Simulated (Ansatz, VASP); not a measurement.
# One calculation of BAs, two programs

The input INCAR:

```
SYSTEM = BAs
ALGO = Normal
EDIFF = 1E-7
EDIFFG = -0.002
ENCUT = 500
GGA = CA
GGA_COMPAT = .False.
IBRION = 2
ISIF = 3
ISMEAR = 0
LASPH = .True.
LCHARG = .False.
LREAL = .False.
LWAVE = .False.
NELM = 120
NELMIN = 4
NSW = 100
PREC = Accurate
SIGMA = 0.02
```

KPOINTS

```
k-points
0
Gamma
  10 10 10
  0 0 0
```

Contents of POSCAR:

```
BAs
1.0
    0.0000000000      2.3850000000      2.3850000000
    2.3850000000      0.0000000000      2.3850000000
    2.3850000000      2.3850000000      0.0000000000
B As
1 1
Direct
    0.0000000000      0.0000000000      0.0000000000
    0.2500000000      0.2500000000      0.2500000000
```

Input for Ansatz:

```yaml
crystal:
  lattice:
    - [0.0, 2.385, 2.385]
    - [2.385, 0.0, 2.385]
    - [2.385, 2.385, 0.0]
  atoms:
    - { symbol: B, position: [0.0, 0.0, 0.0] }
    - { symbol: As, position: [0.25, 0.25, 0.25] }
basis:
  ecutwfc: 420
kpoints:
  mp_grid: { grid: [10, 10, 10] }
hamiltonian:
  xc: lda
  pseudopotentials: { kind: paw, azcp: { folder: soft_1 } }
scf:
  occupations: { method: gaussian, width: 0.02 }
output:
  forces: true
  stress: true
  eigenvalues: true
  write_density: true
  write_potential: true
  elf: true
  volumetric_format: npy
relax:
  adjacent_minimum: "off"
  f_tol: 0.002
  max_steps: 80
  cell: { stress_tol: 0.02 }
```

Alike in both runs: task relaxation of cell and atoms; functional LDA; k mesh 10 × 10 × 10; occupations gaussian, width 0.02 eV; no spin polarisation.

```csv
,VASP,Ansatz
version,VASP 6.6.1,Ansatz 0.2.0
potentials or method,"VASP PAW LDA potentials, release 64 (B, As), cutoff 500 eV","scalar-relativistic, plane waves, PAW"
valence electrons in the cell,8,18
```

|  | VASP | Ansatz | Ansatz less VASP |
| --- | --- | --- | --- |
| gap on the k mesh at the Fermi level, each at its own relaxed structure (eV) | 1.10 | 1.11 | +0.003 |
| relaxed volume (Å³/atom) | 13.33 | 13.24 | -0.088 |
| relaxed cell length with the largest relative difference (Å) | 3.353 | 3.346 | -0.0074 |

Ansatz warns that its potentials were made for another functional, while VASP's fit it. LDA's correlation is that of Perdew and Zunger in VASP and of Perdew and Wang (1992) in Ansatz. VASP's potentials hold 8 valence electrons a cell and Ansatz's 18, so a difference there can come from the potentials and not from the codes.
